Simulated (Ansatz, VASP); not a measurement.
**One calculation of Li3S2, two programs**

File INCAR:

```
SYSTEM = Li3S2
PREC = Accurate ; ENCUT = 520
EDIFF = 1E-6 ; ISMEAR = 0
SIGMA = 0.1 ; LREAL = .False.
LASPH = .True. ; NELM = 60
ALGO = Normal ; ISIF = 2
LWAVE = .False. ; LCHARG = .True.
GGA = PE ; LELF = .True.
LVHAR = .True. ; NBANDS = 18
```

The input KPOINTS:

```
Automatic mesh
0
Gamma
  4 4 4
  0 0 0
```

The input POSCAR:

```
Li3S2
1.0
    3.8831646000      0.0000000000      0.0000000000
    0.0000000000      3.8831646000      0.0000000000
    0.0000000000      0.0000000000      5.6307138800
Li S
3 2
Direct
    0.5000000000      0.5000000000      0.5000000000
    0.5000000000      0.5000000000      0.8189840400
    0.5000000000      0.5000000000      0.1810159600
    0.0000000000      0.5000000000      0.0000000000
    0.5000000000      0.0000000000      0.0000000000
```

Input for Ansatz:

```yaml
crystal:
  lattice:
    - [3.8831646, 0.0, 0.0]
    - [0.0, 3.8831646, 0.0]
    - [0.0, 0.0, 5.63071388]
  atoms:
    - { symbol: Li, position: [0.5, 0.5, 0.5] }
    - { symbol: Li, position: [0.5, 0.5, 0.81898404] }
    - { symbol: Li, position: [0.5, 0.5, 0.18101596] }
    - { symbol: S, position: [0.0, 0.5, 0.0] }
    - { symbol: S, position: [0.5, 0.0, 0.0] }
basis:
  ecutwfc: 420
kpoints:
  mp_grid: { grid: [4, 4, 4] }
hamiltonian:
  xc: pbe
scf:
  occupations: { method: gaussian, width: 0.1 }
  lower_state_search: "off"
output:
  forces: true
  stress: true
  eigenvalues: true
```

Alike in both runs: task single point; functional PBE; k mesh 4 × 4 × 4; occupations gaussian, width 0.1 eV; no spin polarisation.

|  | VASP | Ansatz |
| --- | --- | --- |
| version | VASP 6.6.1 | Ansatz 0.2.0 |
| potentials or method | VASP PAW PBE potentials, release 64 (Li_sv, S), cutoff 520 eV | scalar-relativistic, plane waves, PAW |
| valence electrons in the cell | 21 | 21 |

|  | VASP | Ansatz | Ansatz less VASP |
| --- | --- | --- | --- |
| gap on the k mesh at the Fermi level (eV) | none | none | - |
| rms of the force components (eV/Å) | 0.307 | 0.332 | +0.0250 |

Atom by atom the forces differ by 0.025 eV/Å (rms over components). A gap of «none» marks a metal or a gap that the smearing closes.

The k mesh is coarse, so the values compare programs but aren't converged. Noted on VASP's run: the cutoff is short for stress, so the pressure is rough.
